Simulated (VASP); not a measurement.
# CoSi4 (P-43m) in VASP: a series of runs, part 2 of 2

VASP 6.6.1.

## 4. Single point, PBE

This run uses another cell than the first one, of 15.75 Å³/atom.

File INCAR:

```
PREC = Accurate ; ENCUT = 520
EDIFF = 1E-6 ; ISMEAR = 0
SIGMA = 0.1 ; LREAL = False
LASPH = True ; NELM = 80
ALGO = Normal ; ISIF = 2
LWAVE = False ; LCHARG = False
GGA = PE ; NBANDS = 20
```

File KPOINTS:

```
regular mesh
0
Gamma
  10 10 10
```

File POSCAR:

```
CoSi4
1.0
    4.2858878644      0.0000000000      0.0000000000
    0.0000000000      4.2858878644      0.0000000000
    0.0000000000      0.0000000000      4.2858878644
Co Si
1 4
Direct
    0.0000000000      0.0000000000      0.0000000000
    0.2927582082      0.2927582082      0.2927582082
    0.7072417918      0.7072417918      0.2927582082
    0.2927582082      0.7072417918      0.7072417918
    0.7072417918      0.2927582082      0.7072417918
```

Potentials or basis: VASP PAW PBE potentials, release 64 (Co, Si).

The run is started by

```
cat potpaw_PBE.64/Co/POTCAR potpaw_PBE.64/Si/POTCAR > POTCAR
mpirun -np 1 vasp_std > vasp.out
```

OUTCAR:

```text
PREC = Accurate
   ENCUT = 520
   EDIFF = 1E-6
   ISMEAR = 0
   LREAL = False
   LASPH = True
   NELM = 80
   ISIF = 2
   GGA = PE

 ion  position               nearest neighbor table
   1  0.000  0.000  0.000-   2 2.17   3 2.17   4 2.17   5 2.17
   2  0.293  0.293  0.293-   1 2.17   3 2.51   4 2.51   5 2.51   4 3.07   5 3.07   3 3.07   4 3.07
                             3 3.07   5 3.07
   3  0.707  0.707  0.293-   1 2.17   2 2.51   4 2.51   5 2.51   2 3.07   4 3.07   2 3.07   5 3.07
                             4 3.07   5 3.07
   4  0.293  0.707  0.707-   1 2.17   2 2.51   3 2.51   5 2.51   2 3.07   5 3.07   2 3.07   3 3.07
                             3 3.07   5 3.07
[... 760 lines left out ...]
  Total       -0.0094713     -0.0094713     -0.0094713     -0.0000000      0.0000000     -0.0000000
  in kB       -0.1927522     -0.1927522     -0.1927522     -0.0000000      0.0000000     -0.0000000
  external PRESSURE =      -0.1927522 kB  Pullay stress =       0.0000000 kB

 VOLUME and BASIS-vectors are now :
 -----------------------------------------------------------------------------
  energy-cutoff  :      520.00
  volume of cell :       78.73
      direct lattice vectors                 reciprocal lattice vectors
     4.285887864  0.000000000  0.000000000     0.233323883  0.000000000  0.000000000
     0.000000000  4.285887864  0.000000000     0.000000000  0.233323883  0.000000000
     0.000000000  0.000000000  4.285887864     0.000000000  0.000000000  0.233323883

 POSITION                                       TOTAL-FORCE (eV/Angst)
 -----------------------------------------------------------------------------------
      0.00000      0.00000      0.00000        -0.000000     -0.000000     -0.000000
      1.25473      1.25473      1.25473         0.011699      0.011699      0.011699
      3.03116      3.03116      1.25473        -0.011699     -0.011699      0.011699
      1.25473      3.03116      3.03116         0.011699     -0.011699     -0.011699
      3.03116      1.25473      3.03116        -0.011699      0.011699     -0.011699
 -----------------------------------------------------------------------------------
    total drift:                                0.000000      0.000000     -0.000000

  FREE ENERGIE OF THE ION-ELECTRON SYSTEM (eV)
  ---------------------------------------------------
  free  energy   TOTEN  =       -26.4153105702 eV

  energy  without entropy=      -26.3974991662  energy(sigma->0) =      -26.40640487
```

Run time: 86 s. Hardware: 1 thread of Intel Xeon 8259CL, shared host; peak memory 0.23 GiB.

What came out:

```
Free energy            : -26.4153 eV
Pressure               : 0.0 GPa
Largest force          : 0.020 eV/Å
Band gap on the k mesh : zero (an odd number of electrons rules out a gap without spin polarisation)
```

Forces in eV/Å, atoms in the order of the input:
```
Co   0.000  0.000  0.000
Si   0.012  0.012  0.012
Si  -0.012 -0.012  0.012
Si   0.012 -0.012 -0.012
Si  -0.012  0.012 -0.012
```

Caveat: the run has no spin polarisation, though such a crystal can be magnetic.

## 5. Relaxation of cell and atoms, PBE, collinear spin, ferromagnetic start

File INCAR:

```
PREC     = Accurate       # precision mode
ENCUT    = 600            # plane-wave cutoff, eV
EDIFF    = 1E-6           # SCF threshold, eV
ISMEAR   = 0              # smearing method
SIGMA    = 0.1            # smearing width, eV
LREAL    = False          # projectors in reciprocal space
LASPH    = True           # aspherical terms in the spheres
NELM     = 150            # most SCF steps
ALGO     = Normal         # electronic algorithm
ISIF     = 3              # what is computed and relaxed
LWAVE    = False          # write WAVECAR
LCHARG   = False          # write CHGCAR
ISPIN    = 2              # spin polarisation
MAGMOM   = 3 0 0 0 0      # initial moments
LORBIT   = 11             # projections on sites
LMAXMIX  = 4              # l up to which the mixer works
GGA      = PE             # functional
IBRION   = 2              # ionic algorithm
NSW      = 90             # ionic steps
EDIFFG   = -0.04          # ionic threshold
```

File KPOINTS:

```
regular mesh
0
Gamma
  4 4 4
```

File POSCAR:

```
CoSi4
1.0
    4.2684656200      0.0000000000      0.0000000000
    0.0000000000      4.2684656200      0.0000000000
    0.0000000000      0.0000000000      4.2684656200
Co Si
1 4
Direct
    0.0000000000      0.0000000000      0.0000000000
    0.2500000000      0.2500000000      0.2500000000
    0.7500000000      0.7500000000      0.2500000000
    0.2500000000      0.7500000000      0.7500000000
    0.7500000000      0.2500000000      0.7500000000
```

The run is started by

```
cat potpaw_PBE.64/Co/POTCAR potpaw_PBE.64/Si/POTCAR > POTCAR
mpirun -np 1 vasp_std > vasp.out
```

It took 8.8 min on 1 thread of Intel Xeon 8259CL, shared host; peak memory 0.26 GiB.

The run converged. Its results:

| Quantity | Value |
| --- | --- |
| Free energy | -26.3017 eV |
| Relaxed volume | 15.89 Å³/atom |
| Relaxed cell | a = 4.299 Å, b = 4.299 Å, c = 4.299 Å, α = 90.00°, β = 90.00°, γ = 90.00° |
| Space group after relaxing (to 0.1 Å) | P-43m (No. 215) |
| Energy gained by relaxing | 836.0 meV/atom |
| Ionic steps | 10 |
| Pressure after relaxing | 0.0 GPa |
| Net moment | 0.00 μB per cell |
| Valence electrons inside the program's atomic spheres | Co 8.64; Si 1.57 |

Step by step:
```
step  energy change (eV)  largest force (eV/Å)  pressure (GPa)  volume (Å³)
   1              0.0000                7.8630           29.24        77.77
   2             -1.6077                0.3857          -15.60       114.29
   3             -3.4752                0.8043          -10.37        93.73
   4             -3.4932                0.9980           -8.11        92.60
   5             -3.4957                1.1011           -7.57        92.08
   6             -4.0472                0.7636           -3.62        83.78
   7             -4.1733                0.1467            1.55        78.44
   8             -4.1740                0.2107            0.93        78.87
   9             -4.1794                0.0616           -0.17        79.62
  10             -4.1798                0.0056            0.04        79.45
```

Final structure:
```yaml
crystal:
  lattice:
    - [4.29904, 0.00000, 0.00000]
    - [0.00000, 4.29904, 0.00000]
    - [0.00000, 0.00000, 4.29904]
  atoms:
    - { symbol: Co, position: [0.00000, 0.00000, 0.00000] }
    - { symbol: Si, position: [0.28988, 0.28988, 0.28988] }
    - { symbol: Si, position: [0.71012, 0.71012, 0.28988] }
    - { symbol: Si, position: [0.28988, 0.71012, 0.71012] }
    - { symbol: Si, position: [0.71012, 0.28988, 0.71012] }
```

Levels at points of the mesh, in eV from the Fermi level:
Spin up:
| k point | band 10 | band 11 | band 12 | band 13 | band 14 | band 15 |
| --- | --- | --- | --- | --- | --- | --- |
| (0.00, 0.00, 0.00) | -2.15 | -0.84 | -0.84 | 1.36 | 1.36 | 1.36 |
| (0.50, 0.00, 0.00) | -1.78 | -1.78 | -1.38 | -1.13 | -1.13 | 1.30 |
| (0.50, 0.50, 0.00) | -1.58 | -1.01 | -0.48 | -0.48 | 0.43 | 1.25 |
| (0.50, 0.50, 0.50) | -1.54 | -1.52 | -1.52 | -1.52 | 4.76 | 4.76 |
Spin down:
| k point | band 8 | band 9 | band 10 | band 11 | band 12 | band 13 | band 14 | band 15 | band 16 | band 17 |
| --- | --- | --- | --- | --- | --- | --- | --- | --- | --- | --- |
| (0.00, 0.00, 0.00) | -2.15 | -2.15 | -2.15 | -0.84 | -0.84 | 1.36 | 1.36 | 1.36 | 2.49 | 2.49 |
| (0.50, 0.00, 0.00) | -2.48 | -2.15 | -1.78 | -1.78 | -1.38 | -1.13 | -1.13 | 1.30 | 3.21 | 4.00 |
| (0.50, 0.50, 0.00) | -2.77 | -1.79 | -1.58 | -1.01 | -0.48 | -0.48 | 0.43 | 1.25 | 1.25 | 2.34 |
| (0.50, 0.50, 0.50) | -4.85 | -1.54 | -1.54 | -1.52 | -1.52 | -1.52 | 4.76 | 4.76 | 6.23 | 6.23 |

Caveat: the k points lie up to 0.37 Å⁻¹ apart in the final cell; the moments typed at the start vanished in this run.

## 6. Relaxation of cell and atoms, PBE

This run uses another cell than the first one, of 15.90 Å³/atom.

File INCAR:

```
PREC = Accurate ; ENCUT = 600
EDIFF = 1E-7 ; ISMEAR = 0
SIGMA = 0.1 ; LREAL = False
LASPH = True ; NELM = 100
ALGO = Normal ; ISIF = 3
LWAVE = False ; LCHARG = False
GGA = PE ; IBRION = 2
NSW = 100 ; EDIFFG = -0.01
```

File KPOINTS:

```
regular mesh
0
Gamma
  10 10 10
```

File POSCAR:

```
CoSi4
1.0
    4.2999515896      0.0000000000      0.0000000000
    0.0000000000      4.2999515896      0.0000000000
    0.0000000000      0.0000000000      4.2999515896
Co Si
1 4
Direct
    0.0000000000      0.0000000000      0.0000000000
    0.2897632193      0.2897632193      0.2897632193
    0.7102367807      0.7102367807      0.2897632193
    0.2897632193      0.7102367807      0.7102367807
    0.7102367807      0.2897632193      0.7102367807
```

Potentials or basis: VASP PAW PBE potentials, release 64 (Co, Si).

The run is started by

```
cat potpaw_PBE.64/Co/POTCAR potpaw_PBE.64/Si/POTCAR > POTCAR
mpirun -np 1 vasp_std > vasp.out
```

It took 7 min on 1 thread of Intel Xeon 8259CL, shared host; peak memory 0.27 GiB.

The run converged. Its results:

| Quantity | Value |
| --- | --- |
| Free energy | -26.4155 eV |
| Relaxed volume | 15.76 Å³/atom |
| Relaxed cell | a = 4.287 Å, b = 4.287 Å, c = 4.287 Å, α = 90.00°, β = 90.00°, γ = 90.00° |
| Space group after relaxing (to 0.1 Å) | P-43m (No. 215) |
| Energy gained by relaxing | 4.4 meV/atom |
| Ionic steps | 5 |
| Pressure after relaxing | -0.1 GPa |
| Largest force after relaxing | 0.005 eV/Å |
| Band gap on the k mesh | zero (an odd number of electrons rules out a gap without spin polarisation) |

Forces in eV/Å, atoms in the order of the input:
```
Co   0.000  0.000  0.000
Si   0.003  0.003  0.003
Si  -0.003 -0.003  0.003
Si   0.003 -0.003 -0.003
Si  -0.003  0.003 -0.003
```

Step by step:
```tsv
step	energy change (eV)	largest force (eV/Å)	pressure (GPa)	volume (Å³)
1	0.0000	0.4333	-0.69	79.50
2	-0.0220	0.0476	0.01	78.72
3	-0.0222	0.0046	0.12	78.63
4	-0.0222	0.0135	0.11	78.65
5	-0.0222	0.0046	-0.06	78.78
```

Final structure:
```xyz
5
Lattice="4.2869 0.0000 0.0000 0.0000 4.2869 0.0000 0.0000 0.0000 4.2869" Properties=species:S:1:pos:R:3 pbc="T T T"
Co    0.0000    0.0000    0.0000
Si    1.2555    1.2555    1.2555
Si    3.0314    3.0314    1.2555
Si    1.2555    3.0314    3.0314
Si    3.0314    1.2555    3.0314
```

Levels at points of the mesh, in eV from the Fermi level:
```
           k point  band 9  band 10  band 11  band 12  band 13  band 14  band 15  band 16
(0.00, 0.00, 0.00)   -1.92    -1.92    -0.61    -0.61     1.58     1.58     1.58     2.84
(0.50, 0.00, 0.00)   -1.90    -1.60    -1.60    -1.15    -0.85    -0.85     1.58     3.43
(0.50, 0.50, 0.00)   -1.55    -1.33    -0.77    -0.20    -0.20     0.71     1.55     1.55
(0.50, 0.50, 0.50)   -1.30    -1.30    -1.27    -1.27    -1.27     4.96     4.96     6.62
```

Caveat: the run has no spin polarisation, though such a crystal can be magnetic. Spin polarisation is off, so any magnetic state and its effect on volume and gap are missing.
